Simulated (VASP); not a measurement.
# Ti3Si (Fm-3m) in VASP: further runs

The runs below take Ti3Si through relaxation of cell and atoms, with LDA.

All numbers are computed with VASP 6.6.1; they aren't measurements. Logs are shortened: lines on timing, memory, paths and dates and some standing lists are left out, and cuts for length are marked.

## (1) The cell of the first run

Symmetry: Fm-3m, No. 225, cubic system. The conventional cell has a = 6.289 Å, b = 6.289 Å, c = 6.289 Å, α = 90.00°, β = 90.00°, γ = 90.00°. Ti (site symmetry -43m) has 10 Ti at 2.72 to 3.14 Å and 4 Si at 2.72 Å within 3.6 Å. Within 3.6 Å of Ti (site symmetry m-3m) lie 8 Ti at 2.72 Å and 6 Si at 3.14 Å. Si (site symmetry m-3m) has 14 Ti at 2.72 to 3.14 Å within 3.6 Å.

## (2) Relaxation of cell and atoms, LDA, target pressure -2 GPa, at which the enthalpy is minimised

Contents of INCAR:

```
SYSTEM = Ti3Si
ALGO = Normal
EDIFF = 1E-6
EDIFFG = -0.01
ENCUT = 600
IBRION = 2
ISIF = 3
ISMEAR = -1
LASPH = .True.
LCHARG = .False.
LREAL = .False.
LWAVE = .False.
NELM = 80
NSW = 80
PREC = Accurate
PSTRESS = -20.0
SIGMA = 0.1
```

Contents of KPOINTS:

```
k-points
0
Gamma
  8 8 8
  0 0 0
```

Contents of POSCAR:

```
Ti3Si
1.0
    0.0000000000      3.1443560000      3.1443560000
    3.1443560000      0.0000000000      3.1443560000
    3.1443560000      3.1443560000      0.0000000000
Ti Si
3 1
Direct
    0.7500000000      0.7500000000      0.7500000000
    0.2500000000      0.2500000000      0.2500000000
    0.0000000000      0.0000000000      0.0000000000
    0.5000000000      0.5000000000      0.5000000000
```

Potentials or basis: VASP PAW LDA potentials, release 64 (Ti_sv, Si).

Run with:

```
cat potpaw_LDA.64/Ti_sv/POTCAR potpaw_LDA.64/Si/POTCAR > POTCAR
mpirun -np 1 vasp_std > vasp.out
```

OUTCAR:

```text
SYSTEM = Ti3Si
   EDIFF = 1E-6
   EDIFFG = -0.01
   ENCUT = 600
   IBRION = 2
   ISIF = 3
   ISMEAR = -1
   LASPH = .True.
   LREAL = .False.
   NELM = 80
   NSW = 80
   PREC = Accurate
   PSTRESS = -20.0

 ion  position               nearest neighbor table
   1  0.750  0.750  0.750-   4 2.72   4 2.72   4 2.72   3 2.72   4 2.72   3 2.72   3 2.72   3 2.72

   2  0.250  0.250  0.250-   3 2.72   3 2.72   3 2.72   3 2.72   4 2.72   4 2.72   4 2.72   4 2.72

   3  0.000  0.000  0.000-   1 2.72   1 2.72   1 2.72   1 2.72   2 2.72   2 2.72   2 2.72   2 2.72

   4  0.500  0.500  0.500-   2 2.72   2 2.72   2 2.72   1 2.72   2 2.72   1 2.72   1 2.72   1 2.72

  LATTYP: Found a face centered cubic cell.
 ALAT       =     6.2887120000

  Lattice vectors:

 A1 = (   0.0000000000,   3.1443560000,   3.1443560000)
 A2 = (   3.1443560000,   0.0000000000,   3.1443560000)
 A3 = (   3.1443560000,   3.1443560000,   0.0000000000)

Analysis of symmetry for initial positions (statically):
=====================================================================
 Subroutine PRICEL returns:
 Original cell was already a primitive cell.

 Routine SETGRP: Setting up the symmetry group for a
 face centered cubic supercell.

 Subroutine GETGRP returns: Found 48 space group operations
 (whereof 48 operations were pure point group operations)
 out of a pool of 48 trial point group operations.

The static configuration has the point symmetry O_h .

Analysis of symmetry for dynamics (positions and initial velocities):
=====================================================================
 Subroutine PRICEL returns:
 Original cell was already a primitive cell.

 Routine SETGRP: Setting up the symmetry group for a
 face centered cubic supercell.

 Subroutine GETGRP returns: Found 48 space group operations
 (whereof 48 operations were pure point group operations)
 out of a pool of 48 trial point group operations.

The dynamic configuration has the point symmetry O_h .

 Subroutine INISYM returns: Found 48 space group operations
 (whereof 48 operations are pure point group operations),
 and found     1 'primitive' translations

----------------------------------------------------------------------------------------

                                     Primitive cell

  volume of cell :      62.1763

  direct lattice vectors                    reciprocal lattice vectors
     0.000000000  3.144356000  3.144356000    -0.159015073  0.159015073  0.159015073
     3.144356000  0.000000000  3.144356000     0.159015073 -0.159015073  0.159015073
[... 92 lines left out ...]
   NSW    =     80    number of steps for IOM
   IBRION =      2    ionic relax: 0-MD 1-quasi-New 2-CG
   NFREE  =      1    steps in history (QN), initial steepest desc. (CG)
   ISIF   =      3    stress and relaxation
   ISYM   =      2    0-nonsym 1-usesym 2-fastsym
   POTIM  = 0.5000    time-step for ionic-motion
   TEBEG  =    0.0;   TEEND  =   0.0 temperature during run
   PSTRESS=  -20.0 pullay stress
   NELECT =      40.0000    total number of electrons
   NUPDOWN=      -1.0000    fix difference up-down
   EMIN   =  10.00;   EMAX   =-10.00  energy-range for DOS
   EFERMI =   0.00;   METHOD = LEGACY
   ISMEAR =    -1;   SIGMA  =   0.10  broadening in eV -4-tet -1-fermi 0-gaus
   EFERMI_NEDOS =   21; number of points for ismear=-14 and -15
   IALGO  =     38    algorithm
   IMIX   =      4    mixing-type and parameters
     AMIX     =   0.40;   BMIX     =  1.00
     AMIX_MAG =   1.60;   BMIX_MAG =  1.00
  volume/ion in A,a.u.               =      15.54       104.90
  Fermi-wavevector in a.u.,A,eV,Ry     =   1.413253  2.670660 27.174683  1.997283
  Thomas-Fermi vector in A             =   2.534917
   LORBIT       =      0    0 simple, 1 ext, 2 COOP (PROOUT), +10 PAW based schemes
   GGA     = CA    functional components
   LHFCALC =     F    Hartree Fock is set to
   AEXX    =    0.0000 exact exchange contribution
   IVDW    =     0    specifies the selected vdW correction
   LEPSILON=     F    determine dielectric tensor
   LRPA    =     F    only Hartree local field effects (RPA)
 conjugate gradient relaxation of ions
 non-spin polarized calculation
  energy-cutoff  :      600.00
  volume of cell :       62.18
 maximum number of plane-waves:      2120
   NGX = 17   NGY = 17   NGZ = 17

--------------------------------------- Ionic step        1  -------------------------------------------

 number of electron      39.9999991 magnetization

 Free energy of the ion-electron system (eV)
  ---------------------------------------------------
  ext. energy  EPLUGINS =         0.00000000
  ---------------------------------------------------
  free energy    TOTEN  =       -33.13445614 eV

  energy without entropy =      -32.93003122  energy(sigma->0) =      -33.03224368

------------------------ aborting loop because EDIFF is reached ----------------------------------------

  FORCE on cell =-STRESS in cart. coord.  units (eV):
  Direction    XX          YY          ZZ          XY          YZ          ZX
  --------------------------------------------------------------------------------------
  -------------------------------------------------------------------------------------
  Total       -3.4373851     -3.4373851     -3.4373851      0.0000000      0.0000000      0.0000000
  in kB      -88.5755078    -88.5755078    -88.5755078      0.0000000      0.0000000      0.0000000
  external PRESSURE =     -68.5755078 kB  Pullay stress =     -20.0000000 kB
[... 27 lines left out ...]
--------------------------------------- Ionic step        2  -------------------------------------------

 number of electron      40.0000004 magnetization

 E-fermi :  10.2380     XC(G=0): -12.4616

 val. band max:       10.2250523434   @ k =   0.2500   0.2500   0.0000
 cond. band min:      10.2489448009   @ k =   0.0000   0.0000   0.0000
 fundamental gap:      0.0238924576
 Fermi energy:        10.2380279751

 k-point     1 :       0.0000    0.0000    0.0000
  band No.  band energies     occupation
      1     -45.4223      2.00000
      2     -45.2623      2.00000
      3     -44.9089      2.00000
      4     -22.1374      2.00000
      5     -22.1374      2.00000
      6     -22.1374      2.00000
[... 678 lines left out ...]
--------------------------------------- Ionic step        3  -------------------------------------------

 number of electron      40.0000005 magnetization

 Free energy of the ion-electron system (eV)
  ---------------------------------------------------
  ext. energy  EPLUGINS =         0.00000000
  ---------------------------------------------------
  free energy    TOTEN  =       -33.24729275 eV

  energy without entropy =      -33.05261149  energy(sigma->0) =      -33.14995212

 E-fermi :   9.7110     XC(G=0): -12.2441

 val. band max:        9.7102443338   @ k =   0.1250   0.1250   0.0000
 cond. band min:       9.7195023559   @ k =  -0.1250   0.1250   0.0000
 fundamental gap:      0.0092580222
 Fermi energy:         9.7110133561

 k-point     1 :       0.0000    0.0000    0.0000
  band No.  band energies     occupation
      1     -46.0292      2.00000
      2     -45.9044      2.00000
      3     -45.5455      2.00000
      4     -22.7271      2.00000
      5     -22.7271      2.00000
      6     -22.7271      2.00000
[... 674 lines left out ...]
  energy  without entropy=      -33.0526114853  energy(sigma->0) =      -33.14995212

  enthalpy is  TOTEN    =       -33.9831769817 eV   P V=       -0.7358842348

 reached required accuracy - stopping structural energy minimisation
```

CONTCAR:

```text
Ti3Si
   1.00000000000000
    -0.0000000000000000    3.0890150909958285    3.0890150909958285
     3.0890150909958285    0.0000000000000000    3.0890150909958285
     3.0890150909958285    3.0890150909958285    0.0000000000000000
  Ti              Si
     3     1
Direct
     0.7500000000000000    0.7500000000000000    0.7500000000000000
     0.2500000000000000    0.2500000000000000    0.2500000000000000
     0.0000000000000000    0.0000000000000000    0.0000000000000000
     0.5000000000000000    0.5000000000000000    0.5000000000000000

  0.00000000E+00  0.00000000E+00  0.00000000E+00
  0.00000000E+00  0.00000000E+00  0.00000000E+00
  0.00000000E+00  0.00000000E+00  0.00000000E+00
  0.00000000E+00  0.00000000E+00  0.00000000E+00
```

Run time: 3.1 min. Hardware: 1 thread of Intel Xeon 8259CL, shared host; peak memory 0.21 GiB.

What came out:

- Free energy: -33.2473 eV
- Relaxed volume: 14.74 Å³/atom
- Relaxed cell: a = 4.369 Å, b = 4.369 Å, c = 4.369 Å, α = 60.00°, β = 60.00°, γ = 60.00°
- Space group after relaxing (to 0.1 Å): Fm-3m (No. 225)
- Energy change on relaxing (the run minimises the enthalpy): -28.2 meV/atom
- Ionic steps: 3
- Pressure after relaxing: -2.0 GPa
- Band gap on the k mesh: zero (bands 20 and 21 overlap by 0.48 eV)

Step by step:
| step | energy change (eV) | largest force (eV/Å) | pressure (GPa) | volume (Å³) |
| --- | --- | --- | --- | --- |
| 1 | 0.0000 | 0.0000 | -8.86 | 62.18 |
| 2 | -0.0922 | 0.0000 | 4.86 | 56.38 |
| 3 | -0.1128 | 0.0000 | -2.03 | 58.95 |

Final structure:
```
CELL_PARAMETERS angstrom
0.00000 3.08902 3.08902
3.08902 0.00000 3.08902
3.08902 3.08902 0.00000
ATOMIC_POSITIONS crystal
Ti 0.75000 0.75000 0.75000
Ti 0.25000 0.25000 0.25000
Ti 0.00000 0.00000 0.00000
Si 0.50000 0.50000 0.50000
```

Caveat: the cell is relaxed towards a set pressure, so the run minimises the enthalpy, not the energy.

## (3) Relaxation of cell and atoms, LDA

Contents of INCAR:

```
SYSTEM = Ti3Si
  PREC = Accurate
  ENCUT = 600
  EDIFF = 1E-7
  ISMEAR = -1
  SIGMA = 0.1
  LREAL = .False.
  LASPH = .True.
  NELM = 80
  ALGO = Normal
  ISIF = 3
  LWAVE = .False.
  LCHARG = .False.
  GGA = CA
  IBRION = 2
  NSW = 80
  EDIFFG = -0.01
```

Contents of KPOINTS:

```
Automatic mesh
0
Gamma
  8 8 8
  0 0 0
```

POSCAR is that of step 2.

Potentials or basis: VASP PAW LDA potentials, release 64 (Ti_sv, Si).

Run with:

```
cat potpaw_LDA.64/Ti_sv/POTCAR potpaw_LDA.64/Si/POTCAR > POTCAR
mpirun -np 1 vasp_std > vasp.out
```

It took 3.3 min on 1 thread of Intel Xeon 8259CL, shared host; peak memory 0.21 GiB.

The run converged. Its results:

```yaml
Free_energy: -33.2526 eV
Relaxed_volume: 14.54 Å³/atom
Relaxed_cell: a = 4.349 Å, b = 4.349 Å, c = 4.349 Å, α = 60.00°, β = 60.00°, γ = 60.00°
Space_group_after_relaxing_to_0.1_Å: Fm-3m (No. 225)
Energy_gained_by_relaxing: 29.5 meV/atom
Ionic_steps: 3
Pressure_after_relaxing: -0.1 GPa
Band_gap_on_the_k_mesh: zero (bands 20 and 21 overlap by 0.50 eV)
```

Step by step:
```tsv
step	energy change (eV)	largest force (eV/Å)	pressure (GPa)	volume (Å³)
1	0.0000	0.0000	-8.86	62.18
2	-0.0171	0.0000	10.07	54.76
3	-0.1181	0.0000	-0.08	58.17
```

Final structure:
```xyz
4
Lattice="0.0000 3.0753 3.0753 3.0753 0.0000 3.0753 3.0753 3.0753 0.0000" Properties=species:S:1:pos:R:3 pbc="T T T"
Ti    4.6129    4.6129    4.6129
Ti    1.5376    1.5376    1.5376
Ti    0.0000    0.0000    0.0000
Si    3.0753    3.0753    3.0753
```

Levels at points of the mesh, in eV from the Fermi level:
```
           k point  band 18  band 19  band 20  band 21  band 22  band 23
(0.00, 0.00, 0.00)    -2.23     0.00     0.00     0.00     2.43     2.43
(0.50, 0.00, 0.00)    -0.52    -0.52    -0.17    -0.17     0.73     0.93
(0.50, 0.50, 0.00)    -1.84    -0.37    -0.30    -0.30     1.03     1.38
```

## (4) Relaxation of cell and atoms, LDA, target pressure 2 GPa, at which the enthalpy is minimised

Contents of INCAR:

```
SYSTEM = Ti3Si
ALGO = Normal
EDIFF = 1E-7
EDIFFG = -0.01
ENCUT = 600
GGA = CA
IBRION = 2
ISIF = 3
ISMEAR = -1
LASPH = .True.
LCHARG = .False.
LREAL = .False.
LWAVE = .False.
NELM = 60
NSW = 80
PREC = Accurate
PSTRESS = 20.0
SIGMA = 0.1
```

Contents of KPOINTS:

```
k-points
0
Gamma
  8 8 8
  0 0 0
```

POSCAR is that of step 3.

Run with:

```
cat potpaw_LDA.64/Ti_sv/POTCAR potpaw_LDA.64/Si/POTCAR > POTCAR
mpirun -np 1 vasp_std > vasp.out
```

It took 4.2 min on 1 thread of Intel Xeon 8259CL, shared host; peak memory 0.21 GiB.

Results (log left out):

| Quantity | Value |
| --- | --- |
| Free energy | -33.2475 eV |
| Relaxed volume | 14.34 Å³/atom |
| Relaxed cell | a = 4.329 Å, b = 4.329 Å, c = 4.329 Å, α = 60.00°, β = 60.00°, γ = 60.00° |
| Space group after relaxing (to 0.1 Å) | Fm-3m (No. 225) |
| Energy change on relaxing (the run minimises the enthalpy) | -28.3 meV/atom |
| Ionic steps | 4 |
| Pressure after relaxing | 2.1 GPa |
| Band gap on the k mesh | zero (bands 20 and 21 overlap by 0.51 eV) |

The path:
```
step  energy change (eV)  largest force (eV/Å)  pressure (GPa)  volume (Å³)
   1              0.0000                0.0000           -8.86        62.18
   2              0.1111                0.0000           15.91        53.17
   3             -0.1142                0.0000            1.86        57.44
   4             -0.1131                0.0000            2.09        57.35
```

Final structure:
```
Ti Si
1.0
     0.00000    3.06076    3.06076
     3.06076    0.00000    3.06076
     3.06076    3.06076    0.00000
Ti Si
3 1
Direct
  0.75000 0.75000 0.75000
  0.25000 0.25000 0.25000
  0.00000 0.00000 0.00000
  0.50000 0.50000 0.50000
```

Levels at points of the mesh, in eV from the Fermi level:
```tsv
k point	band 16	band 17	band 18	band 19	band 20	band 21	band 22	band 23	band 24
(0.00, 0.00, 0.00)	-2.90	-2.28	-2.28	0.00	0.00	0.00	2.47	2.47	2.47
(0.50, 0.00, 0.00)	-3.09	-0.56	-0.53	-0.53	-0.16	-0.16	0.75	0.94	0.94
(0.50, 0.50, 0.00)	-2.16	-1.84	-1.84	-0.39	-0.31	-0.31	1.03	1.41	1.41
```

Caveat: the cell is relaxed towards a set pressure, so the run minimises the enthalpy, not the energy.

## (5) Relaxation of cell and atoms, LDA, target pressure 5 GPa, at which the enthalpy is minimised

Contents of INCAR:

```
SYSTEM = Ti3Si
PREC = Accurate ; ENCUT = 600
EDIFF = 1E-6 ; ISMEAR = -1
SIGMA = 0.1 ; LREAL = .False.
LASPH = .True. ; NELM = 100
ALGO = Normal ; ISIF = 3
LWAVE = .False. ; LCHARG = .False.
GGA = CA ; IBRION = 2
NSW = 80 ; EDIFFG = -0.01
PSTRESS = 50.0
```

Contents of KPOINTS:

```
regular mesh
0
Gamma
  8 8 8
  0 0 0
```

POSCAR is that of step 4.

Run with:

```
cat potpaw_LDA.64/Ti_sv/POTCAR potpaw_LDA.64/Si/POTCAR > POTCAR
mpirun -np 1 vasp_std > vasp.out
```

It took 4.6 min on 1 thread of Intel Xeon 8259CL, shared host; peak memory 0.21 GiB.

Results (log left out):

* Free energy: -33.2253 eV
* Relaxed volume: 14.08 Å³/atom
* Relaxed cell: a = 4.303 Å, b = 4.303 Å, c = 4.303 Å, α = 60.00°, β = 60.00°, γ = 60.00°
* Space group after relaxing (to 0.1 Å): Fm-3m (No. 225)
* Energy change on relaxing (the run minimises the enthalpy): -22.7 meV/atom
* Ionic steps: 4
* Pressure after relaxing: 5.0 GPa
* Band gap on the k mesh: zero (bands 20 and 21 overlap by 0.53 eV)

Step by step:
| step | energy change (eV) | largest force (eV/Å) | pressure (GPa) | volume (Å³) |
| --- | --- | --- | --- | --- |
| 1 | 0.0000 | 0.0000 | -8.86 | 62.18 |
| 2 | 0.4123 | 0.0000 | 25.96 | 50.85 |
| 3 | -0.0942 | 0.0000 | 4.68 | 56.45 |
| 4 | -0.0909 | 0.0000 | 4.97 | 56.34 |

Final structure:
```
Ti Si
1.0
     0.00000    3.04267    3.04267
     3.04267    0.00000    3.04267
     3.04267    3.04267    0.00000
Ti Si
3 1
Cartesian
  4.5640 4.5640 4.5640
  1.5213 1.5213 1.5213
  3.0427 0.0000 3.0427
  3.0427 3.0427 3.0427
```

Levels at points of the mesh, in eV from the Fermi level:
```csv
k point,band 18,band 19,band 20,band 21,band 22,band 23
"(0.00, 0.00, 0.00)",-2.34,0.01,0.01,0.01,2.52,2.52
"(0.50, 0.00, 0.00)",-0.54,-0.54,-0.16,-0.16,0.78,0.95
"(0.50, 0.50, 0.00)",-1.84,-0.41,-0.33,-0.33,1.02,1.46
```

Caveat: the cell is relaxed towards a set pressure, so the run minimises the enthalpy, not the energy.

## (6) Relaxation of cell and atoms, LDA, target pressure 10 GPa, at which the enthalpy is minimised

Contents of INCAR:

```
SYSTEM = Ti3Si
PREC     = Accurate       ! precision mode
ENCUT    = 600            ! plane-wave cutoff, eV
EDIFF    = 1E-6           ! SCF threshold, eV
ISMEAR   = -1             ! smearing method
SIGMA    = 0.1            ! smearing width, eV
LREAL    = .False.        ! projectors in reciprocal space
LASPH    = .True.         ! aspherical terms in the spheres
NELM     = 100            ! most SCF steps
ALGO     = Normal         ! electronic algorithm
ISIF     = 3              ! what is computed and relaxed
LWAVE    = .False.        ! write WAVECAR
LCHARG   = .False.        ! write CHGCAR
GGA      = CA             ! functional
IBRION   = 2              ! ionic algorithm
NSW      = 80             ! ionic steps
EDIFFG   = -0.01          ! ionic threshold
PSTRESS  = 100.0
```

Contents of KPOINTS:

```
Automatic mesh
0
Gamma
  8 8 8
  0 0 0
```

POSCAR is that of step 5.

Potentials or basis: VASP PAW LDA potentials, release 64 (Ti_sv, Si).

Run with:

```
cat potpaw_LDA.64/Ti_sv/POTCAR potpaw_LDA.64/Si/POTCAR > POTCAR
mpirun -np 1 vasp_std > vasp.out
```

Wall time 7.2 min (1 thread of Intel Xeon 8259CL, shared host); peak memory 0.21 GiB.

The run converged. Its results:

```yaml
Free_energy: -33.1530 eV
Relaxed_volume: 13.70 Å³/atom
Relaxed_cell: a = 4.263 Å, b = 4.263 Å, c = 4.263 Å, α = 60.00°, β = 60.00°, γ = 60.00°
Space_group_after_relaxing_to_0.1_Å: Fm-3m (No. 225)
Energy_change_on_relaxing_the_run_minimises_the_enthalpy: -4.6 meV/atom
Ionic_steps: 7
Pressure_after_relaxing: 10.0 GPa
Band_gap_on_the_k_mesh: zero (bands 20 and 21 overlap by 0.56 eV)
```

Step by step:
| step | energy change (eV) | largest force (eV/Å) | pressure (GPa) | volume (Å³) |
| --- | --- | --- | --- | --- |
| 1 | 0.0000 | 0.0000 | -8.86 | 62.18 |
| 2 | 1.2463 | 0.0000 | 46.94 | 47.12 |
| 3 | -0.0327 | 0.0000 | 9.22 | 55.02 |
| 4 | -0.0208 | 0.0000 | 9.85 | 54.82 |
| 5 | -0.0120 | 0.0000 | 10.32 | 54.68 |
| 6 | -0.0241 | 0.0000 | 9.70 | 54.87 |
| 7 | -0.0186 | 0.0000 | 9.97 | 54.78 |

Final structure:
```yaml
crystal:
  lattice:
    - [0.00000, 3.01439, 3.01439]
    - [3.01439, 0.00000, 3.01439]
    - [3.01439, 3.01439, 0.00000]
  atoms:
    - { symbol: Ti, position: [0.75000, 0.75000, 0.75000] }
    - { symbol: Ti, position: [0.25000, 0.25000, 0.25000] }
    - { symbol: Ti, position: [0.00000, 0.00000, 0.00000] }
    - { symbol: Si, position: [0.50000, 0.50000, 0.50000] }
```

Levels at points of the mesh, in eV from the Fermi level:
```tsv
k point	band 16	band 17	band 18	band 19	band 20	band 21	band 22	band 23	band 24
(0.00, 0.00, 0.00)	-3.01	-2.45	-2.45	0.02	0.02	0.02	2.59	2.59	2.59
(0.50, 0.00, 0.00)	-3.22	-0.58	-0.57	-0.57	-0.16	-0.16	0.84	0.97	0.97
(0.50, 0.50, 0.00)	-2.16	-1.84	-1.84	-0.45	-0.36	-0.36	1.01	1.53	1.53
```

Caveat: the cell is relaxed towards a set pressure, so the run minimises the enthalpy, not the energy.

## (7) Summary

```csv
cell,gap on the mesh (eV),pressure (GPa)
relaxed to -2 GPa,none,-2.0
relaxed,none,-0.1
relaxed to 2 GPa,none,2.1
relaxed to 5 GPa,none,5.0
relaxed to 10 GPa,none,10.0
```

Alike in all rows: task relaxation of cell and atoms; level LDA; potentials or basis VASP PAW LDA potentials, release 64 (Ti_sv, Si); no spin polarisation; k mesh 8 × 8 × 8; cutoff (eV) 600; smearing fermi-dirac 0.1 eV.

Caveats: the cell is relaxed towards a set pressure, so the run minimises the enthalpy, not the energy (at least some runs).

Absolute energies hang on the potentials; compare differences alone.
